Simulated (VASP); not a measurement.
Set up this calculation in VASP 6.6.1, as the native input.

* Task: single point
* Functional: r2SCAN
* Potentials or basis: VASP PAW PBE potentials, release 64 (Mg, O)
* Cutoff: 520 eV
* k mesh: 12 × 12 × 6
* Occupations: gaussian, width 0.01 eV
* Spin: no spin polarisation
* Dipole correction: no
* Further INCAR settings: ALGO = Normal; EDIFF = 1e-06; NBANDS = 16

The system is MgO.

```
Mg O
1.0
     3.48408    0.00000    0.00000
    -1.74204    3.12049    0.00000
     0.00000    0.00000    4.18532
Mg O
2 2
Cartesian
  1.7420 1.0271 3.1390
  0.0000 2.0934 1.0463
  1.7420 1.0236 1.0463
  0.0000 2.0969 3.1390
```

This cell differs from its parent crystal: uniaxial y strain +3.4%.

These files were run (other wordings do the same):

POSCAR

```
MgO
1.0
    3.4840796175      0.0000000000      0.0000000000
   -1.7420398087      3.1204931674      0.0000000000
    0.0000000000      0.0000000000      4.1853171403
Mg O
2 2
Direct
    0.6645678189      0.3291356379      0.7500000000
    0.3354321811      0.6708643621      0.2500000000
    0.6640155868      0.3280311737      0.2500000000
    0.3359844132      0.6719688263      0.7500000000
```

INCAR.step1

```
PREC = Accurate
ENCUT = 520
ISMEAR = 0
SIGMA = 0.01
LREAL = False
LASPH = True
NELM = 80
NBANDS = 16
GGA = PE
ALGO = Normal
EDIFF = 1E-4
LWAVE = True
LCHARG = False
```

INCAR.step2

```
PREC = Accurate
ENCUT = 520
EDIFF = 1E-6
ISMEAR = 0
SIGMA = 0.01
LREAL = False
LASPH = True
NELM = 80
ALGO = Normal
ISIF = 2
LWAVE = False
LCHARG = False
METAGGA = R2SCAN
LMIXTAU = True
NBANDS = 16
ISTART = 1
```

KPOINTS

```
Automatic mesh
0
Gamma
  12 12 6
```

Potentials or basis: VASP PAW PBE potentials, release 64 (Mg, O).

Run with:

```console
$ cat potpaw_PBE.64/Mg/POTCAR potpaw_PBE.64/O/POTCAR > POTCAR
$ cp INCAR.step1 INCAR
$ mpirun -np 1 vasp_std > vasp.out
$ cp INCAR.step2 INCAR
$ mpirun -np 1 vasp_std > vasp.out
```

Results of the run:

```json
{
 "Pressure": "-5.0 GPa",
 "Band gap on the k mesh": "3.92 eV"
}
```

Caveat: the cell differs from its parent crystal (uniaxial y strain +3.4%); the cell stands under tension; the PAW data sets were made with another functional, which shifts forces and pressure a little.

Run time: 2.6 min on 1 thread of Intel(R) Xeon(R) 6975P-C (Granite Rapids), on a shared host, peak memory 0.25 GiB.
